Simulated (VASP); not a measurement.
Here is a VASP 6.6.1 calculation.

File INCAR:

```
PREC = Accurate ; ENCUT = 520
EDIFF = 1E-6 ; ISMEAR = 0
SIGMA = 0.05 ; LREAL = False
LASPH = True ; NELM = 80
ALGO = Normal ; ISIF = 2
LWAVE = False ; LCHARG = True
GGA = PE ; LELF = True
LVHAR = True ; NBANDS = 16
```

KPOINTS

```
Automatic mesh
0
Gamma
  12 12 8
```

POSCAR

```
SiC
1.0
    2.9698453470      0.0000000000      0.0000000000
   -1.4849226735      2.5719615158      0.0000000000
    0.0000000000      0.0000000000      4.8737904135
Si C
2 2
Direct
    0.3333333333      0.6666666667      0.0000000000
    0.6666666667      0.3333333333      0.5000000000
    0.3333333333      0.6666666667      0.3850000000
    0.6666666667      0.3333333333      0.8850000000
```

Potentials or basis: VASP PAW PBE potentials, release 64 (Si, C).

The run is started by

```console
$ cat potpaw_PBE.64/Si/POTCAR potpaw_PBE.64/C/POTCAR > POTCAR
$ mpirun -np 1 vasp_std > vasp.out
```

Task: Predict the pressure.

Result: 32.8 GPa.

Task: Predict the largest force.

Result: 0.933 eV/Å.

Task: What does it give for the band gap on the k mesh?

Result: 2.12 eV, indirect (least direct gap 4.29 eV).

Forces on the atoms (eV/Å):
```
Si   0.000  0.000  0.933
Si   0.000  0.000  0.933
C    0.000  0.000 -0.933
C    0.000  0.000 -0.933
```

A k mesh can miss the band edges.
